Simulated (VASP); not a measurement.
A run of VASP 6.6.1 is set up as follows.

The input INCAR:

```
SYSTEM = WS2
PREC = Accurate
ENCUT = 600
EDIFF = 1E-6
ISMEAR = 0
SIGMA = 0.02
LREAL = .FALSE.
LASPH = .TRUE.
NELM = 80
ALGO = Normal
ISIF = 4
LWAVE = .FALSE.
LCHARG = .FALSE.
GGA = PS
IVDW = 12
IBRION = 2
NSW = 50
EDIFFG = -0.01
```

Contents of KPOINTS:

```
Automatic mesh
0
G
  12 12 12
  0 0 0
```

File POSCAR:

```
WS2
1.0
    1.5360751134      0.8868533802      5.6647185709
   -1.5360751134      0.8868533802      5.6647185709
    0.0000000000     -1.7737067604      5.6647185709
W S
1 2
Direct
    0.0006168779      0.0006168779      0.0006168779
    0.2426439531      0.2426439531      0.2426439531
    0.4254391690      0.4254391690      0.4254391690
```

Potentials or basis: VASP PAW PBE potentials, release 64 (W_sv, S).

The run is started by

```sh
$ cat potpaw_PBE.64/W_sv/POTCAR potpaw_PBE.64/S/POTCAR > POTCAR
$ mpirun -np 1 vasp_std > vasp.out
```

Problem. Estimate the band gap on the k mesh.

Solution. 0.47 eV, indirect (least direct gap 1.85 eV).

Problem. Predict the dispersion energy per atom.

Solution. -0.446 eV.

Final structure:
```
W S
1.0
     1.54259    0.89062    5.61696
    -1.54259    0.89062    5.61696
     0.00000   -1.78123    5.61696
W S
1 2
Direct
  0.00059 0.00059 0.00059
  0.24082 0.24082 0.24082
  0.42729 0.42729 0.42729
```

Caveat: spin-orbit coupling is left out, which moves the levels of the heavy elements. A k mesh can miss the band edges.
